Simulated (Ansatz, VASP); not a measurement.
**Si2C in VASP and in Ansatz**

```
C Si
1.0
     3.23231    0.00000    0.00000
    -1.61616    2.79926    0.00000
     0.00000    0.00000    8.56318
C Si
2 4
Direct
  0.33333 0.66667 0.70778
  0.66667 0.33333 0.29222
  0.00000 0.00000 0.36163
  0.66667 0.33333 0.07086
  0.00000 0.00000 0.63837
  0.33333 0.66667 0.92914
```

Alike in both runs: task single point; functional r2SCAN; k mesh 12 × 12 × 4; occupations fermi-dirac, width 0.02 eV; no spin polarisation.

```csv
,VASP,Ansatz
version,VASP 6.6.1,Ansatz 0.2.0
potentials or method,"VASP PAW PBE potentials, release 64 (C, Si)","plane waves, PAW"
plane-wave cutoff (eV),520,500
valence electrons in the cell,24,24
```

|  | VASP | Ansatz | Ansatz less VASP |
| --- | --- | --- | --- |
| pressure (GPa) | -0.1 | 0.0 | +0.15 |
| rms of the force components (eV/Å) | 0.011 | 0.001 | -0.0098 |

VASP's potentials were made for PBE, not for r2SCAN. The functional is the same, so the differences come from potentials, cutoffs and numerics.
